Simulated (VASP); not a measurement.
# AlGa2As3 (P6_3mc) in VASP: single point with PBE

Aim: the single point of AlGa2As3 with PBE.

All numbers are computed with VASP 6.6.1; they aren't measurements. Logs are shortened: lines on timing, memory, paths and dates and some standing lists are left out, and cuts for length are marked.

**1. The cell of the first run**

Symmetry: P6_3mc, No. 186, hexagonal system. Conventional cell: a = 4.048 Å, b = 4.048 Å, c = 19.990 Å, α = 90.00°, β = 90.00°, γ = 120.00°. Al (site symmetry 3m) has 4 As at 2.48 to 2.49 Å within 3.3 Å. Ga (site symmetry 3m) has 4 As at 2.48 to 2.50 Å within 3.3 Å. Ga (site symmetry 3m) has 4 As at 2.49 to 2.50 Å within 3.3 Å. Within 3.3 Å of As (site symmetry 3m) lie 4 Ga at 2.48 to 2.50 Å. As (site symmetry 3m) has 3 Ga at 2.49 Å and 1 Al at 2.49 Å within 3.3 Å. As (site symmetry 3m) has 3 Al at 2.48 Å and 1 Ga at 2.50 Å within 3.3 Å.

**2. Single point, PBE**

Input file INCAR:

```
SYSTEM = AlGa2As3
PREC = Accurate
ENCUT = 520
EDIFF = 1E-7
ISMEAR = 0
SIGMA = 0.02
LREAL = .FALSE.
LASPH = .TRUE.
NELM = 100
ALGO = Normal
ISIF = 2
LWAVE = .FALSE.
LCHARG = .FALSE.
GGA = PE
NBANDS = 56
```

Input file KPOINTS:

```
regular mesh
0
G
  12 12 2
  0 0 0
```

Input file POSCAR:

```
AlGa2As3
1.0
    4.0477416805      0.0000000000      0.0000000000
   -2.0238708402      3.5054471233      0.0000000000
    0.0000000000      0.0000000000     19.9903002954
Al Ga As
2 4 6
Direct
    0.3333333333      0.6666666667      0.3328998352
    0.6666666667      0.3333333333      0.8328998352
    0.3333333333      0.6666666667      0.6668977127
    0.3333333333      0.6666666667      0.9999875780
    0.6666666667      0.3333333333      0.1668977127
    0.6666666667      0.3333333333      0.4999875780
    0.3333333333      0.6666666667      0.1248235496
    0.3333333333      0.6666666667      0.4575931073
    0.3333333333      0.6666666667      0.7917982071
    0.6666666667      0.3333333333      0.2917982071
    0.6666666667      0.3333333333      0.6248235496
    0.6666666667      0.3333333333      0.9575931073
```

Potentials or basis: VASP PAW PBE potentials, release 64 (Al, Ga_d, As).

Launch:

```sh
$ cat potpaw_PBE.64/Al/POTCAR potpaw_PBE.64/Ga_d/POTCAR potpaw_PBE.64/As/POTCAR > POTCAR
$ mpirun -np 1 vasp_std > vasp.out
```

OUTCAR:

```text
SYSTEM = AlGa2As3
   PREC = Accurate
   ENCUT = 520
   EDIFF = 1E-7
   ISMEAR = 0
   LREAL = .FALSE.
   LASPH = .TRUE.
   NELM = 100
   ISIF = 2
   GGA = PE

 ion  position               nearest neighbor table
   1  0.333  0.667  0.333-  10 2.48  10 2.48  10 2.48   8 2.49
   2  0.667  0.333  0.833-   9 2.48   9 2.48   9 2.48  12 2.49
   3  0.333  0.667  0.667-  11 2.48  11 2.48  11 2.48   9 2.50
   4  0.333  0.667  1.000-  12 2.49  12 2.49  12 2.49   7 2.50
   5  0.667  0.333  0.167-   7 2.48   7 2.48   7 2.48  10 2.50
   6  0.667  0.333  0.500-   8 2.49   8 2.49   8 2.49  11 2.50
   7  0.333  0.667  0.125-   5 2.48   5 2.48   5 2.48   4 2.50
   8  0.333  0.667  0.458-   6 2.49   6 2.49   6 2.49   1 2.49
   9  0.333  0.667  0.792-   2 2.48   2 2.48   2 2.48   3 2.50
  10  0.667  0.333  0.292-   1 2.48   1 2.48   1 2.48   5 2.50
  11  0.667  0.333  0.625-   3 2.48   3 2.48   3 2.48   6 2.50
  12  0.667  0.333  0.958-   4 2.49   4 2.49   4 2.49   2 2.49

  LATTYP: Found a hexagonal cell.
 ALAT       =     4.0477416805
 C/A-ratio  =     4.9386304447

  Lattice vectors:

 A1 = (   4.0477416805,   0.0000000000,   0.0000000000)
 A2 = (  -2.0238708402,   3.5054471233,   0.0000000000)
 A3 = (   0.0000000000,   0.0000000000,  19.9903002954)

Analysis of symmetry for initial positions (statically):
=====================================================================
 Subroutine PRICEL returns:
 Original cell was already a primitive cell.

 Routine SETGRP: Setting up the symmetry group for a
 hexagonal supercell.

 Subroutine GETGRP returns: Found 12 space group operations
 (whereof  6 operations were pure point group operations)
 out of a pool of 24 trial point group operations.

The static configuration has the point symmetry C_3v.
 The point group associated with its full space group is C_6v.

Analysis of symmetry for dynamics (positions and initial velocities):
=====================================================================
 Subroutine PRICEL returns:
 Original cell was already a primitive cell.

 Routine SETGRP: Setting up the symmetry group for a
 hexagonal supercell.

 Subroutine GETGRP returns: Found 12 space group operations
 (whereof  6 operations were pure point group operations)
 out of a pool of 24 trial point group operations.

The dynamic configuration has the point symmetry C_3v.
 The point group associated with its full space group is C_6v.

 Subroutine INISYM returns: Found 12 space group operations
 (whereof  6 operations are pure point group operations),
 and found     1 'primitive' translations

----------------------------------------------------------------------------------------

                                     Primitive cell

  volume of cell :     283.6453

  direct lattice vectors                    reciprocal lattice vectors
     4.047741680  0.000000000  0.000000000     0.247051338  0.142635157  0.000000000
    -2.023870840  3.505447123  0.000000000     0.000000000  0.285270314  0.000000000
     0.000000000  0.000000000 19.990300295     0.000000000  0.000000000  0.050024261

  length of vectors
     4.047741680  4.047741681 19.990300295     0.285270314  0.285270314  0.050024261

  position of ions in fractional coordinates (direct lattice)
     0.333333333  0.666666667  0.332899835
     0.666666667  0.333333333  0.832899835
     0.333333333  0.666666667  0.666897713
     0.333333333  0.666666667  0.999987578
     0.666666667  0.333333333  0.166897713
     0.666666667  0.333333333  0.499987578
     0.333333333  0.666666667  0.124823550
     0.333333333  0.666666667  0.457593107
     0.333333333  0.666666667  0.791798207
     0.666666667  0.333333333  0.291798207
     0.666666667  0.333333333  0.624823550
     0.666666667  0.333333333  0.957593107

  ion indices of the primitive-cell ions
   primitive index   ion index
                 1           1
                 2           2
                 3           3
                 4           4
                 5           5
                 6           6
                 7           7
                 8           8
                 9           9
                10          10
                11          11
                12          12

----------------------------------------------------------------------------------------

 KPOINTS: regular mesh

Automatic generation of k-mesh.
 Grid dimensions read from file:
 generate k-points for:   12   12    2

 Generating k-lattice:

  Cartesian coordinates                     Fractional coordinates (reciprocal lattice)
     0.020587612  0.011886263  0.000000000     0.083333333  0.000000000  0.000000000
     0.000000000  0.023772526  0.000000000     0.000000000  0.083333333  0.000000000
     0.000000000  0.000000000  0.025012131     0.000000000  0.000000000  0.500000000

  Length of vectors
     0.023772526  0.023772526  0.025012131

  Shift w.r.t. Gamma in fractional coordinates (k-lattice)
     0.000000000  0.000000000  0.000000000

 Subroutine IBZKPT returns following result:
 ===========================================

 Found     38 irreducible k-points:

 Following reciprocal coordinates:
            Coordinates               Weight
  0.000000  0.000000  0.000000      1.000000
  0.083333 -0.000000  0.000000      6.000000
  0.166667 -0.000000  0.000000      6.000000
  0.250000  0.000000  0.000000      6.000000
  0.333333  0.000000  0.000000      6.000000
  0.416667  0.000000  0.000000      6.000000
[... 16 lines left out ...]
  0.250000  0.000000  0.500000      6.000000
  0.333333  0.000000  0.500000      6.000000
 [... further k-points ...]
   k-points           NKPTS =     38   k-points in BZ     NKDIM =     38   number of bands    NBANDS=     56
   number of dos      NEDOS =    301   number of ions     NIONS =     12
   total plane-waves  NPLWV = 135000
   dimension x,y,z NGX =    30 NGY =   30 NGZ =  150
   dimension x,y,z NGXF=    60 NGYF=   60 NGZF=  300
   ions per type =               2   4   6
   NGX,Y,Z   is equivalent  to a cutoff of  12.32, 12.32, 12.47 a.u.
   NGXF,Y,Z  is equivalent  to a cutoff of  24.64, 24.64, 24.95 a.u.
 SYSTEM =  AlGa2As3
   PREC   = accura    normal or accurate (medium, high low for compatibility)
   ISTART =      0    job   : 0-new  1-cont  2-samecut
   ICHARG =      2    charge: 1-file 2-atom 10-const
   ISPIN  =      1    spin polarized calculation?
   LNONCOLLINEAR =      F non collinear calculations
   LSORBIT =      F    spin-orbit coupling
   LASPH  =      T    aspherical Exc in radial PAW
   ENCUT  =  520.0 eV  38.22 Ry    6.18 a.u.   7.53  7.53 37.17*2*pi/ulx,y,z
   NELM   =    100;   NELMIN=  2; NELMDL= -5     # of ELM steps
   EDIFF  = 0.1E-06   stopping-criterion for ELM
   LREAL  =      F    real-space projection
   EDIFFG = 0.1E-05   stopping-criterion for IOM
   NSW    =      0    number of steps for IOM
   IBRION =     -1    ionic relax: 0-MD 1-quasi-New 2-CG
   NFREE  =      0    steps in history (QN), initial steepest desc. (CG)
   ISIF   =      2    stress and relaxation
   ISYM   =      2    0-nonsym 1-usesym 2-fastsym
   POTIM  = 0.5000    time-step for ionic-motion
   TEBEG  =    0.0;   TEEND  =   0.0 temperature during run
   PSTRESS=    0.0 pullay stress
   NELECT =      88.0000    total number of electrons
   NUPDOWN=      -1.0000    fix difference up-down
   EMIN   =  10.00;   EMAX   =-10.00  energy-range for DOS
   EFERMI =   0.00;   METHOD = LEGACY
   ISMEAR =     0;   SIGMA  =   0.02  broadening in eV -4-tet -1-fermi 0-gaus
   EFERMI_NEDOS =   21; number of points for ismear=-14 and -15
   IALGO  =     38    algorithm
   IMIX   =      4    mixing-type and parameters
     AMIX     =   0.40;   BMIX     =  1.00
     AMIX_MAG =   1.60;   BMIX_MAG =  1.00
  volume/ion in A,a.u.               =      23.64       159.51
  Fermi-wavevector in a.u.,A,eV,Ry     =   1.108266  2.094318 16.711394  1.228253
  Thomas-Fermi vector in A             =   2.244791
   LORBIT       =      0    0 simple, 1 ext, 2 COOP (PROOUT), +10 PAW based schemes
   GGA     = PE    functional components
   LHFCALC =     F    Hartree Fock is set to
   AEXX    =    0.0000 exact exchange contribution
   IVDW    =     0    specifies the selected vdW correction
   LEPSILON=     F    determine dielectric tensor
   LRPA    =     F    only Hartree local field effects (RPA)
 non-spin polarized calculation
 Gauss-broadening in eV      SIGMA  =   0.02
  energy-cutoff  :      520.00
  volume of cell :      283.65
 maximum number of plane-waves:      7686
   NGX = 15   NGY = 15   NGZ = 75

 number of electron      87.9999966 magnetization

 Free energy of the ion-electron system (eV)
  ---------------------------------------------------
  ext. energy  EPLUGINS =         0.00000000
  ---------------------------------------------------
  free energy    TOTEN  =       -51.74628533 eV

  energy without entropy =      -51.74628533  energy(sigma->0) =      -51.74628533

 E-fermi :   3.7131     XC(G=0):  -9.2119

 val. band max:        3.6314762559   @ k =   0.0000   0.0000   0.0000
 cond. band min:       4.1561208456   @ k =   0.0000   0.0000   0.0000
 fundamental gap:      0.5246445898
 Fermi energy:         3.7130516664

 k-point     1 :       0.0000    0.0000    0.0000
  band No.  band energies     occupation
      1     -11.1288      2.00000
      2     -11.1288      2.00000
      3     -11.0959      2.00000
      4     -11.0957      2.00000
      5     -11.0761      2.00000
      6     -11.0761      2.00000
[... 48 lines left out ...]
     55       7.6208      0.00000
     56       7.6528      0.00000

 k-point     2 :       0.0833   -0.0000    0.0000
  band No.  band energies     occupation
      1     -11.1307      2.00000
      2     -11.1307      2.00000
      3     -11.0966      2.00000
      4     -11.0962      2.00000
      5     -11.0783      2.00000
      6     -11.0780      2.00000
[... 48 lines left out ...]
     55       7.7179      0.00000
     56       7.7753      0.00000

 k-point     3 :       0.1667   -0.0000    0.0000
  band No.  band energies     occupation
      1     -11.1365      2.00000
      2     -11.1364      2.00000
      3     -11.1004      2.00000
      4     -11.0996      2.00000
      5     -11.0829      2.00000
      6     -11.0820      2.00000
[... 1172 lines left out ...]
 k-point    23 :       0.2500    0.0000    0.5000
  band No.  band energies     occupation
      1     -11.1451      2.00000
      2     -11.1451      2.00000
      3     -11.1101      2.00000
      4     -11.1101      2.00000
      5     -11.0825      2.00000
      6     -11.0825      2.00000
[... 48 lines left out ...]
     55       8.2984      0.00000
     56       8.2986      0.00000

 k-point    24 :       0.3333    0.0000    0.5000
  band No.  band energies     occupation
      1     -11.1540      2.00000
      2     -11.1540      2.00000
      3     -11.1221      2.00000
      4     -11.1221      2.00000
      5     -11.0798      2.00000
      6     -11.0798      2.00000
[... 48 lines left out ...]
     55       8.4424      0.00000
     56       8.4425      0.00000

 [... further k-points ...]
[... 5 lines left out ...]
  --------------------------------------------------------------------------------------
  -------------------------------------------------------------------------------------
  Total        0.2632870      0.2632870      0.3148123      0.0000000      0.0000000     -0.0000000
  in kB        1.4871832      1.4871832      1.7782254      0.0000000      0.0000000     -0.0000000
  external PRESSURE =       1.5841972 kB  Pullay stress =       0.0000000 kB

 VOLUME and BASIS-vectors are now :
 -----------------------------------------------------------------------------
  energy-cutoff  :      520.00
  volume of cell :      283.65
      direct lattice vectors                 reciprocal lattice vectors
     4.047741680  0.000000000  0.000000000     0.247051338  0.142635157  0.000000000
    -2.023870840  3.505447123  0.000000000     0.000000000  0.285270314  0.000000000
     0.000000000  0.000000000 19.990300295     0.000000000  0.000000000  0.050024261

 POSITION                                       TOTAL-FORCE (eV/Angst)
 -----------------------------------------------------------------------------------
     -0.00000      2.33696      6.65477        -0.000000     -0.000000      0.003486
      2.02387      1.16848     16.64992         0.000000     -0.000000      0.003486
     -0.00000      2.33696     13.33149         0.000000     -0.000000      0.000002
     -0.00000      2.33696     19.99005        -0.000000     -0.000000      0.000889
      2.02387      1.16848      3.33634         0.000000     -0.000000      0.000002
      2.02387      1.16848      9.99490         0.000000      0.000000      0.000889
     -0.00000      2.33696      2.49526         0.000000     -0.000000     -0.001447
     -0.00000      2.33696      9.14742         0.000000     -0.000000     -0.004921
     -0.00000      2.33696     15.82828         0.000000     -0.000000      0.001991
      2.02387      1.16848      5.83313         0.000000      0.000000      0.001991
      2.02387      1.16848     12.49041        -0.000000      0.000000     -0.001447
      2.02387      1.16848     19.14257        -0.000000      0.000000     -0.004921
 -----------------------------------------------------------------------------------
    total drift:                               -0.000001     -0.000002     -0.001623

  FREE ENERGIE OF THE ION-ELECTRON SYSTEM (eV)
  ---------------------------------------------------
  free  energy   TOTEN  =       -51.7462853270 eV

  energy  without entropy=      -51.7462853270  energy(sigma->0) =      -51.74628533
```

Run time: 30 min. Hardware: 1 thread of Intel Xeon 8259CL, shared host; peak memory 0.67 GiB.

What came out:

```
Free energy            : -51.7463 eV
Pressure               : 0.2 GPa
Largest force          : 0.005 eV/Å
Band gap on the k mesh : 0.52 eV
```

Forces in eV/Å, atoms in the order of the input:
```
Al   0.000  0.000  0.003
Al   0.000  0.000  0.003
Ga   0.000  0.000  0.000
Ga   0.000  0.000  0.001
Ga   0.000  0.000  0.000
Ga   0.000  0.000  0.001
As   0.000  0.000 -0.001
As   0.000  0.000 -0.005
As   0.000  0.000  0.002
As   0.000  0.000  0.002
As   0.000  0.000 -0.001
As   0.000  0.000 -0.005
```

Levels at points of the mesh, in eV from the valence-band top:
```
           k point  band 42  band 43  band 44  band 45  band 46  band 47
(0.00, 0.00, 0.00)    -0.18     0.00     0.00     0.52     0.86     1.07
(0.50, 0.00, 0.00)    -1.56    -1.49    -1.08     1.01     1.33     1.62
(0.00, 0.00, 0.50)    -0.09    -0.09    -0.09     0.91     0.91     1.35
(0.50, 0.00, 0.50)    -1.88    -1.21    -1.21     1.35     1.35     1.52
```

Caveat: semilocal functionals underestimate gaps, and a narrow one can read as zero. A k mesh can miss the band edges.
